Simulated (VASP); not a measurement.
A run of VASP 6.6.1 is set up as follows.

INCAR

```
PREC     = Accurate       # precision mode
ENCUT    = 1010           # plane-wave cutoff, eV
EDIFF    = 1E-6           # SCF threshold, eV
ISMEAR   = 0              # smearing method
SIGMA    = 0.05           # smearing width, eV
LREAL    = F              # projectors in reciprocal space
LASPH    = T              # aspherical terms in the spheres
NELM     = 120            # most SCF steps
ALGO     = Normal         # electronic algorithm
ISIF     = 2              # what is computed and relaxed
LWAVE    = F              # write WAVECAR
LCHARG   = F              # write CHGCAR
GGA      = PS             # functional
NBANDS   = 14             # bands
GGA_COMPAT= F            
NELMDL   = -8
```

The input KPOINTS:

```
regular mesh
0
Gamma
  1 1 1
```

File POSCAR:

```
F
1.0
    9.0000000000      0.0000000000      0.0000000000
    0.0000000000      9.5000000000      0.0000000000
    0.0000000000      0.0000000000     10.0000000000
F
2
Direct
    0.5000000000      0.5000000000      0.4301114142
    0.5000000000      0.5000000000      0.5698885858
```

Potentials or basis: VASP PAW PBE potentials, release 64 (F_h).

Launch:

```sh
$ cat potpaw_PBE.64/F_h/POTCAR > POTCAR
$ mpirun -np 1 vasp_gam > vasp.out
```

Q: Predict the gap between the frontier levels.

A: 3.74 eV.

Q: What does it give for the largest force?

A: 0.047 eV/Å.

Forces on the atoms (eV/Å):
```
F    0.000  0.000 -0.047
F    0.000  0.000  0.047
```

Caveat: the PAW data sets were made with another functional, which shifts forces and pressure a little.
